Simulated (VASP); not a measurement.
# NaH (P4mm) in VASP: further runs

The runs below take NaH through single point, with PBEsol.

All numbers are computed with VASP 6.6.1; they aren't measurements. Logs are shortened: lines on timing, memory, paths and dates and some standing lists are left out, and cuts for length are marked.

**1. The cell of the first run**

The structure is tetragonal, space group P4mm (No. 99). Conventional cell: a = 2.955 Å, b = 2.955 Å, c = 2.955 Å, α = 90.00°, β = 90.00°, γ = 90.00°. Within 3.3 Å of Na (site symmetry 4mm) lie 8 H at 2.48 to 2.65 Å and 6 Na at 2.96 Å. H (site symmetry 4mm) has 8 Na at 2.48 to 2.65 Å and 6 H at 2.96 Å within 3.3 Å.

**2. Single point, PBEsol**

File INCAR:

```
SYSTEM = NaH
PREC = Accurate ; ENCUT = 500
EDIFF = 1E-6 ; ISMEAR = 0
SIGMA = 0.05 ; LREAL = .FALSE.
LASPH = .TRUE. ; NELM = 120
ALGO = Normal ; ISIF = 2
LWAVE = .FALSE. ; LCHARG = .TRUE.
GGA = PS ; LELF = .TRUE.
LVHAR = .TRUE. ; NBANDS = 11
GGA_COMPAT = .FALSE.
```

File KPOINTS:

```
regular mesh
0
G
  10 10 10
  0 0 0
```

File POSCAR:

```
NaH
1.0
    2.9551240000      0.0000000000      0.0000000000
    0.0000000000      2.9551240000      0.0000000000
    0.0000000000      0.0000000000      2.9551240000
Na H
1 1
Direct
    0.0507592913      0.0000000000      0.0000000000
    0.5000000000      0.5000000000      0.5000000000
```

Potentials or basis: VASP PAW PBE potentials, release 64 (Na_pv, H).

On the command line:

```
> cat potpaw_PBE.64/Na_pv/POTCAR potpaw_PBE.64/H/POTCAR > POTCAR
> mpirun -np 1 vasp_std > vasp.out
```

OUTCAR:

```text
SYSTEM = NaH
   PREC = Accurate
   ENCUT = 500
   EDIFF = 1E-6
   ISMEAR = 0
   LREAL = .FALSE.
   LASPH = .TRUE.
   NELM = 120
   ISIF = 2
   GGA = PS

 ion  position               nearest neighbor table
   1  0.051  0.000  0.000-
   2  0.500  0.500  0.500-

  LATTYP: Found a simple cubic cell.
 ALAT       =     2.9551240000

  Lattice vectors:

 A1 = (   2.9551240000,   0.0000000000,   0.0000000000)
 A2 = (   0.0000000000,   2.9551240000,   0.0000000000)
 A3 = (   0.0000000000,   0.0000000000,   2.9551240000)

Analysis of symmetry for initial positions (statically):
=====================================================================
 Subroutine PRICEL returns:
 Original cell was already a primitive cell.

 Routine SETGRP: Setting up the symmetry group for a
 simple cubic supercell.

 Subroutine GETGRP returns: Found  8 space group operations
 (whereof  8 operations were pure point group operations)
 out of a pool of 48 trial point group operations.

The static configuration has the point symmetry C_4v.

Analysis of symmetry for dynamics (positions and initial velocities):
=====================================================================
 Subroutine PRICEL returns:
 Original cell was already a primitive cell.

 Routine SETGRP: Setting up the symmetry group for a
 simple cubic supercell.

 Subroutine GETGRP returns: Found  8 space group operations
 (whereof  8 operations were pure point group operations)
 out of a pool of 48 trial point group operations.

The dynamic configuration has the point symmetry C_4v.

 Subroutine INISYM returns: Found  8 space group operations
 (whereof  8 operations are pure point group operations),
 and found     1 'primitive' translations

----------------------------------------------------------------------------------------

                                     Primitive cell

  volume of cell :      25.8064

  direct lattice vectors                    reciprocal lattice vectors
     2.955124000  0.000000000  0.000000000     0.338395275  0.000000000  0.000000000
     0.000000000  2.955124000  0.000000000     0.000000000  0.338395275  0.000000000
     0.000000000  0.000000000  2.955124000     0.000000000  0.000000000  0.338395275

  length of vectors
     2.955124000  2.955124000  2.955124000     0.338395275  0.338395275  0.338395275

  position of ions in fractional coordinates (direct lattice)
     0.050759291  0.000000000  0.000000000
     0.500000000  0.500000000  0.500000000

  ion indices of the primitive-cell ions
   primitive index   ion index
                 1           1
                 2           2

----------------------------------------------------------------------------------------

 KPOINTS: regular mesh

Automatic generation of k-mesh.
 Grid dimensions read from file:
 generate k-points for:   10   10   10

 Generating k-lattice:

  Cartesian coordinates                     Fractional coordinates (reciprocal lattice)
     0.033839528  0.000000000  0.000000000     0.100000000  0.000000000  0.000000000
     0.000000000  0.033839528  0.000000000     0.000000000  0.100000000  0.000000000
     0.000000000  0.000000000  0.033839528     0.000000000  0.000000000  0.100000000

  Length of vectors
     0.033839528  0.033839528  0.033839528

  Shift w.r.t. Gamma in fractional coordinates (k-lattice)
     0.000000000  0.000000000  0.000000000

 Subroutine IBZKPT returns following result:
 ===========================================

 Found    126 irreducible k-points:

 Following reciprocal coordinates:
            Coordinates               Weight
  0.000000  0.000000  0.000000      1.000000
  0.100000  0.000000  0.000000      2.000000
  0.000000  0.100000  0.000000      4.000000
  0.200000  0.000000  0.000000      2.000000
  0.000000  0.200000  0.000000      4.000000
  0.300000  0.000000  0.000000      2.000000
[... 16 lines left out ...]
  0.500000  0.100000  0.000000      4.000000
  0.000000  0.500000  0.100000      4.000000
 [... further k-points ...]
   k-points           NKPTS =    126   k-points in BZ     NKDIM =    126   number of bands    NBANDS=     11
   number of dos      NEDOS =    301   number of ions     NIONS =      2
   total plane-waves  NPLWV =  13824
   dimension x,y,z NGX =    24 NGY =   24 NGZ =   24
   dimension x,y,z NGXF=    48 NGYF=   48 NGZF=   48
   ions per type =               1   1
   NGX,Y,Z   is equivalent  to a cutoff of  13.50, 13.50, 13.50 a.u.
   NGXF,Y,Z  is equivalent  to a cutoff of  27.00, 27.00, 27.00 a.u.
 SYSTEM =  NaH
   PREC   = accura    normal or accurate (medium, high low for compatibility)
   ISTART =      0    job   : 0-new  1-cont  2-samecut
   ICHARG =      2    charge: 1-file 2-atom 10-const
   ISPIN  =      1    spin polarized calculation?
   LNONCOLLINEAR =      F non collinear calculations
   LSORBIT =      F    spin-orbit coupling
   LASPH  =      T    aspherical Exc in radial PAW
   ENCUT  =  500.0 eV  36.75 Ry    6.06 a.u.   5.39  5.39  5.39*2*pi/ulx,y,z
   NELM   =    120;   NELMIN=  2; NELMDL= -5     # of ELM steps
   EDIFF  = 0.1E-05   stopping-criterion for ELM
   LREAL  =      F    real-space projection
   EDIFFG = 0.1E-04   stopping-criterion for IOM
   NSW    =      0    number of steps for IOM
   IBRION =     -1    ionic relax: 0-MD 1-quasi-New 2-CG
   NFREE  =      0    steps in history (QN), initial steepest desc. (CG)
   ISIF   =      2    stress and relaxation
   ISYM   =      2    0-nonsym 1-usesym 2-fastsym
   POTIM  = 0.5000    time-step for ionic-motion
   TEBEG  =    0.0;   TEEND  =   0.0 temperature during run
   PSTRESS=    0.0 pullay stress
   NELECT =       8.0000    total number of electrons
   NUPDOWN=      -1.0000    fix difference up-down
   EMIN   =  10.00;   EMAX   =-10.00  energy-range for DOS
   EFERMI =   0.00;   METHOD = LEGACY
   ISMEAR =     0;   SIGMA  =   0.05  broadening in eV -4-tet -1-fermi 0-gaus
   EFERMI_NEDOS =   21; number of points for ismear=-14 and -15
   IALGO  =     38    algorithm
   IMIX   =      4    mixing-type and parameters
     AMIX     =   0.40;   BMIX     =  1.00
     AMIX_MAG =   1.60;   BMIX_MAG =  1.00
  volume/ion in A,a.u.               =      12.90        87.08
  Fermi-wavevector in a.u.,A,eV,Ry     =   1.107973  2.093765 16.702564  1.227604
  Thomas-Fermi vector in A             =   2.244494
   LORBIT       =      0    0 simple, 1 ext, 2 COOP (PROOUT), +10 PAW based schemes
   GGA     = PS    functional components
   LHFCALC =     F    Hartree Fock is set to
   AEXX    =    0.0000 exact exchange contribution
   IVDW    =     0    specifies the selected vdW correction
   LEPSILON=     F    determine dielectric tensor
   LRPA    =     F    only Hartree local field effects (RPA)
 non-spin polarized calculation
 Gauss-broadening in eV      SIGMA  =   0.05
  energy-cutoff  :      500.00
  volume of cell :       25.81
 maximum number of plane-waves:       691
 NGX is ok and might be reduce to    24
   NGX = 11   NGY = 11   NGZ = 11

 number of electron       8.0000000 magnetization

 Free energy of the ion-electron system (eV)
  ---------------------------------------------------
  ext. energy  EPLUGINS =         0.00000000
  ---------------------------------------------------
  free energy    TOTEN  =        -4.78340434 eV

  energy without entropy =       -4.78340434  energy(sigma->0) =       -4.78340434

 E-fermi :   1.6362     XC(G=0):  -8.2553

 val. band max:        1.3495545541   @ k =   0.5000   0.5000   0.5000
 cond. band min:       2.1626617539   @ k =   0.5000   0.0000   0.0000
 fundamental gap:      0.8131071998
 Fermi energy:         1.6362234159

 k-point     1 :       0.0000    0.0000    0.0000
  band No.  band energies     occupation
      1     -23.1120      2.00000
      2     -23.1076      2.00000
      3     -23.1076      2.00000
      4      -4.6976      2.00000
      5       9.9154      0.00000
      6      12.0365      0.00000
      7      12.0745      0.00000
      8      13.6708      0.00000
      9      13.6708      0.00000
     10      13.8834      0.00000
     11      26.9112      0.00000

 k-point     2 :       0.1000    0.0000    0.0000
  band No.  band energies     occupation
      1     -23.1296      2.00000
      2     -23.1060      2.00000
      3     -23.1060      2.00000
      4      -4.5393      2.00000
      5       8.9383      0.00000
      6      11.2129      0.00000
      7      12.2400      0.00000
      8      13.7907      0.00000
      9      13.7907      0.00000
     10      16.0615      0.00000
     11      25.3654      0.00000

 k-point     3 :       0.0000    0.1000    0.0000
  band No.  band energies     occupation
      1     -23.1252      2.00000
      2     -23.1104      2.00000
      3     -23.1060      2.00000
      4      -4.5392      2.00000
      5       8.9744      0.00000
      6      11.1288      0.00000
      7      12.2097      0.00000
      8      13.7900      0.00000
      9      13.9141      0.00000
     10      16.0160      0.00000
     11      25.3386      0.00000

 k-point     4 :       0.2000    0.0000    0.0000
  band No.  band energies     occupation
      1     -23.1754      2.00000
      2     -23.1020      2.00000
      3     -23.1020      2.00000
      4      -4.0785      2.00000
      5       6.7135      0.00000
      6      11.2938      0.00000
      7      12.7331      0.00000
      8      14.1440      0.00000
      9      14.1440      0.00000
     10      19.2909      0.00000
     11      23.1549      0.00000

 k-point     5 :       0.0000    0.2000    0.0000
  band No.  band energies     occupation
      1     -23.1712      2.00000
      2     -23.1064      2.00000
      3     -23.1020      2.00000
      4      -4.0782      2.00000
      5       6.7406      0.00000
      6      11.1938      0.00000
      7      12.7027      0.00000
      8      14.1412      0.00000
      9      14.2745      0.00000
     10      19.2612      0.00000
     11      23.0767      0.00000
[... 211 lines left out ...]
 k-point    21 :       0.0000    0.4000    0.1000
  band No.  band energies     occupation
      1     -23.2697      2.00000
      2     -23.1093      2.00000
      3     -23.0960      2.00000
      4      -2.4383      2.00000
      5       3.0726      0.00000
      6      10.9403      0.00000
      7      13.6820      0.00000
      8      15.4351      0.00000
      9      16.2235      0.00000
     10      18.4740      0.00000
     11      19.7373      0.00000

 k-point    22 :       0.1000    0.0000    0.4000
  band No.  band energies     occupation
      1     -23.2697      2.00000
      2     -23.1137      2.00000
      3     -23.0917      2.00000
      4      -2.4379      2.00000
      5       3.0726      0.00000
      6      10.9345      0.00000
      7      13.6984      0.00000
      8      15.5014      0.00000
      9      16.1124      0.00000
     10      18.4931      0.00000
     11      19.7531      0.00000

 k-point    23 :       0.5000    0.1000    0.0000
  band No.  band energies     occupation
      1     -23.2907      2.00000
      2     -23.1077      2.00000
      3     -23.0902      2.00000
      4      -2.0180      2.00000
      5       2.3399      0.00000
      6      11.2720      0.00000
      7      14.4762      0.00000
      8      15.1061      0.00000
      9      15.9006      0.00000
     10      19.0629      0.00000
     11      19.1181      0.00000

 k-point    24 :       0.0000    0.5000    0.1000
  band No.  band energies     occupation
      1     -23.2867      2.00000
      2     -23.1077      2.00000
      3     -23.0945      2.00000
      4      -2.0198      2.00000
      5       2.3593      0.00000
      6      11.1962      0.00000
      7      14.4836      0.00000
      8      15.0124      0.00000
      9      16.0381      0.00000
     10      19.0647      0.00000
     11      19.1678      0.00000

 [... further k-points ...]

------------------------ aborting loop because EDIFF is reached ----------------------------------------

  FORCE on cell =-STRESS in cart. coord.  units (eV):
  Direction    XX          YY          ZZ          XY          YZ          ZX
  --------------------------------------------------------------------------------------
  -------------------------------------------------------------------------------------
  Total       -0.0372342     -0.0506073     -0.0506073     -0.0000000      0.0000000      0.0000000
  in kB       -2.3116661     -3.1419318     -3.1419318     -0.0000000      0.0000000      0.0000000
  external PRESSURE =      -2.8651766 kB  Pullay stress =       0.0000000 kB

 VOLUME and BASIS-vectors are now :
 -----------------------------------------------------------------------------
  energy-cutoff  :      500.00
  volume of cell :       25.81
      direct lattice vectors                 reciprocal lattice vectors
     2.955124000  0.000000000  0.000000000     0.338395275  0.000000000  0.000000000
     0.000000000  2.955124000  0.000000000     0.000000000  0.338395275  0.000000000
     0.000000000  0.000000000  2.955124000     0.000000000  0.000000000  0.338395275

 POSITION                                       TOTAL-FORCE (eV/Angst)
 -----------------------------------------------------------------------------------
      0.15000      0.00000      0.00000        -0.066186     -0.000000      0.000000
      1.47756      1.47756      1.47756         0.066186      0.000000     -0.000000
 -----------------------------------------------------------------------------------
    total drift:                               -0.000123      0.000000     -0.000002

  FREE ENERGIE OF THE ION-ELECTRON SYSTEM (eV)
  ---------------------------------------------------
  free  energy   TOTEN  =        -4.7834043395 eV

  energy  without entropy=       -4.7834043395  energy(sigma->0) =       -4.78340434
```

Run time: 37 s. Hardware: 1 thread of AMD EPYC 7R13, shared host; peak memory 0.12 GiB.

What came out:

* Free energy: -4.7834 eV
* Pressure: -0.3 GPa
* Largest force: 0.066 eV/Å
* Band gap on the k mesh: 0.81 eV, indirect (least direct gap 4.30 eV)

Forces in eV/Å, atoms in the order of the input:
```
Na  -0.066  0.000  0.000
H    0.066  0.000  0.000
```

Stress tensor (GPa, compression positive):
```
-0.23  0.00  0.00
 0.00 -0.31  0.00
 0.00  0.00 -0.31
```

Levels at points of the mesh, in eV from the valence-band top:
| k point | band 2 | band 3 | band 4 | band 5 | band 6 | band 7 |
| --- | --- | --- | --- | --- | --- | --- |
| (0.00, 0.00, 0.00) | -24.46 | -24.46 | -6.05 | 8.57 | 10.69 | 10.72 |
| (0.50, 0.00, 0.00) | -24.44 | -24.44 | -3.48 | 0.81 | 10.87 | 13.97 |
| (0.00, 0.50, 0.00) | -24.45 | -24.44 | -3.49 | 0.83 | 10.76 | 13.98 |
| (0.50, 0.50, 0.00) | -24.61 | -24.43 | -1.76 | 4.04 | 4.06 | 6.63 |
| (0.00, 0.50, 0.50) | -24.61 | -24.43 | -1.77 | 4.05 | 4.05 | 6.65 |
| (0.50, 0.50, 0.50) | -24.58 | -24.58 | 0.00 | 6.70 | 6.70 | 6.73 |

Caveat: the cell differs from its parent crystal (all Na atoms moved -0.150 Å, as atom 1 towards its neighbour atom 1 (Na) at 2.955 Å); the PAW data sets were made with another functional, which shifts forces and pressure a little. A k mesh can miss the band edges.

**3. Single point, PBEsol**

File INCAR:

```
ALGO = Normal
EDIFF = 1E-6
ENCUT = 500
GGA = PS
GGA_COMPAT = F
ISIF = 2
ISMEAR = 0
LASPH = T
LCHARG = F
LREAL = F
LWAVE = F
NBANDS = 11
NELM = 120
PREC = Accurate
SIGMA = 0.05
```

File KPOINTS:

```
k-points
0
Gamma
  10 10 10
```

POSCAR: that of step 2 with these lines changed.

```diff
@@ -8,3 +8,3 @@
 Direct
-    0.0507592913      0.0000000000      0.0000000000
+   -0.0888287598      0.0000000000      0.0000000000
     0.5000000000      0.5000000000      0.5000000000
```

Potentials or basis: VASP PAW PBE potentials, release 64 (Na_pv, H).

On the command line:

```
> cat potpaw_PBE.64/Na_pv/POTCAR potpaw_PBE.64/H/POTCAR > POTCAR
> mpirun -np 1 vasp_std > vasp.out
```

Run time: 52 s. Hardware: 1 thread of AMD EPYC 7R13, shared host; peak memory 0.12 GiB.

Results (log left out):

| Quantity | Value |
| --- | --- |
| Free energy | -4.7732 eV |
| Pressure | 0.1 GPa |
| Largest force | 0.115 eV/Å |
| Band gap on the k mesh | 0.83 eV, indirect (least direct gap 4.27 eV) |

Forces in eV/Å, atoms in the order of the input:
```
Na   0.115  0.000  0.000
H   -0.115  0.000  0.000
```

Stress tensor (GPa, compression positive):
```
0.24 0.00 0.00
0.00 0.03 0.00
0.00 0.00 0.03
```

Levels at points of the mesh, in eV from the valence-band top:
```
           k point  band 1  band 2  band 3  band 4  band 5  band 6  band 7  band 8
(0.00, 0.00, 0.00)  -24.40  -24.39  -24.39   -6.00    8.42   10.72   10.77   12.37
(0.50, 0.00, 0.00)  -24.58  -24.37  -24.37   -3.44    0.83   11.05   14.00   14.46
(0.00, 0.50, 0.00)  -24.57  -24.39  -24.37   -3.44    0.89   10.72   14.00   14.39
(0.50, 0.50, 0.00)  -24.55  -24.54  -24.36   -1.72    4.07    4.14    6.64   14.75
(0.00, 0.50, 0.50)  -24.54  -24.54  -24.37   -1.74    4.11    4.11    6.70   14.76
(0.50, 0.50, 0.50)  -24.53  -24.52  -24.52    0.00    6.77    6.77    6.86    8.92
```

Caveat: the cell differs from its parent crystal (all Na atoms moved +0.263 Å, as atom 1 towards its neighbour atom 1 (Na) at 2.955 Å); the PAW data sets were made with another functional, which shifts forces and pressure a little.

**4. Single point, PBEsol**

File INCAR:

```
SYSTEM = NaH
  PREC = Accurate
  ENCUT = 500
  EDIFF = 1E-6
  ISMEAR = 0
  SIGMA = 0.05
  LREAL = .FALSE.
  LASPH = .TRUE.
  NELM = 120
  ALGO = Normal
  ISIF = 2
  LWAVE = .FALSE.
  LCHARG = .TRUE.
  GGA = PS
  LELF = .TRUE.
  LVHAR = .TRUE.
  NBANDS = 11
  GGA_COMPAT = .FALSE.
```

File KPOINTS:

```
regular mesh
0
G
  10 10 10
  0 0 0
```

POSCAR: that of step 3 with these lines changed.

```diff
@@ -8,3 +8,3 @@
 Direct
-   -0.0888287598      0.0000000000      0.0000000000
+   -0.0634491141      0.0000000000      0.0000000000
     0.5000000000      0.5000000000      0.5000000000
```

On the command line:

```
> cat potpaw_PBE.64/Na_pv/POTCAR potpaw_PBE.64/H/POTCAR > POTCAR
> mpirun -np 1 vasp_std > vasp.out
```

It took 47 s on 1 thread of AMD EPYC 7R13, shared host; peak memory 0.12 GiB.

The run converged. Its results:

- Free energy: -4.7806 eV
- Pressure: -0.2 GPa
- Largest force: 0.083 eV/Å
- Band gap on the k mesh: 0.82 eV, indirect (least direct gap 4.29 eV)

Forces in eV/Å, atoms in the order of the input:
```
Na   0.083  0.000  0.000
H   -0.083  0.000  0.000
```

Stress tensor (GPa, compression positive):
```
-0.11  0.00  0.00
 0.00 -0.22  0.00
 0.00  0.00 -0.22
```

Levels at points of the mesh, in eV from the valence-band top:
```tsv
k point	band 2	band 3	band 4	band 5	band 6	band 7
(0.00, 0.00, 0.00)	-24.44	-24.44	-6.03	8.53	10.69	10.74
(0.50, 0.00, 0.00)	-24.42	-24.42	-3.47	0.82	10.92	13.98
(0.00, 0.50, 0.00)	-24.43	-24.42	-3.47	0.85	10.75	13.98
(0.50, 0.50, 0.00)	-24.59	-24.41	-1.75	4.05	4.09	6.63
(0.00, 0.50, 0.50)	-24.59	-24.41	-1.76	4.07	4.07	6.66
(0.50, 0.50, 0.50)	-24.56	-24.56	0.00	6.72	6.72	6.76
```

Caveat: the cell differs from its parent crystal (all Na atoms moved +0.188 Å, as atom 1 towards its neighbour atom 1 (Na) at 2.955 Å); the PAW data sets were made with another functional, which shifts forces and pressure a little. A k mesh can miss the band edges.
